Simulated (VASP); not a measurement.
A run of VASP 6.6.1 is set up as follows.

File INCAR:

```
PREC     = Accurate       # precision mode
ENCUT    = 520            # plane-wave cutoff, eV
EDIFF    = 1E-7           # SCF threshold, eV
ISMEAR   = 0              # smearing method
SIGMA    = 0.02           # smearing width, eV
LREAL    = Auto         
LASPH    = T              # aspherical terms in the spheres
NELM     = 60             # most SCF steps
ALGO     = Normal         # electronic algorithm
ISIF     = 2              # what is computed and relaxed
LWAVE    = F              # write WAVECAR
LCHARG   = T              # write CHGCAR
LELF     = T              # ELF
LVHAR    = T            
NBANDS   = 56             # bands
```

KPOINTS

```
regular mesh
0
Gamma
  2 2 1
```

Contents of POSCAR:

```
H2C18O
1.0
    7.3980000000      0.0000000000      0.0000000000
   -3.6990000000      6.4068560000      0.0000000000
    0.0000000000      0.0000000000     11.0000000000
C O H
18 1 2
Direct
   -0.0009398259     -0.0039718389      0.0743103636
    0.2204168131      0.1083497116      0.0776365455
    0.0007622110      0.3290578093      0.0881367273
    0.2211091803      0.4401715912      0.0956922727
   -0.0035280888      0.6605280343      0.0779541818
    0.2188368226      0.7762248754      0.0763627273
    0.3277461775     -0.0064819624      0.0768396364
    0.5506203302      0.0985985950      0.1066655455
    0.3305233142      0.3291236763      0.0884176364
    0.5559614976      0.4397013137      0.0890502727
    0.3357795450      0.6694901524      0.1032369091
    0.5598298975      0.7766178918      0.0768664545
    0.6683139781     -0.0064212462      0.0762804545
    0.8901061803      0.1082991408      0.0772855455
    0.6652622993      0.3281863991      0.0969465455
    0.8860287342      0.4396143756      0.0888680909
    0.6664306676      0.6606529006      0.0783030909
    0.8878449480      0.7735393148      0.0748255455
    0.5132685752      0.0021064934      0.2620405455
    0.3891205307     -0.2257892171      0.2059333636
    0.4098055486      0.0328649497      0.2965294545
```

Potentials or basis: VASP PAW LDA potentials, release 64 (C, O, H).

Run with:

```console
$ cat potpaw_LDA.64/C/POTCAR potpaw_LDA.64/O/POTCAR potpaw_LDA.64/H/POTCAR > POTCAR
$ mpirun -np 1 vasp_std > vasp.out
```

(1) What does it give for the band gap on the k mesh?

(2) Estimate the largest force.

Answers

(1) 0.26 eV.

(2) 0.198 eV/Å.

Caveat: the k points lie up to 0.49 Å⁻¹ apart; there is no dipole correction, which matters where the two faces differ.
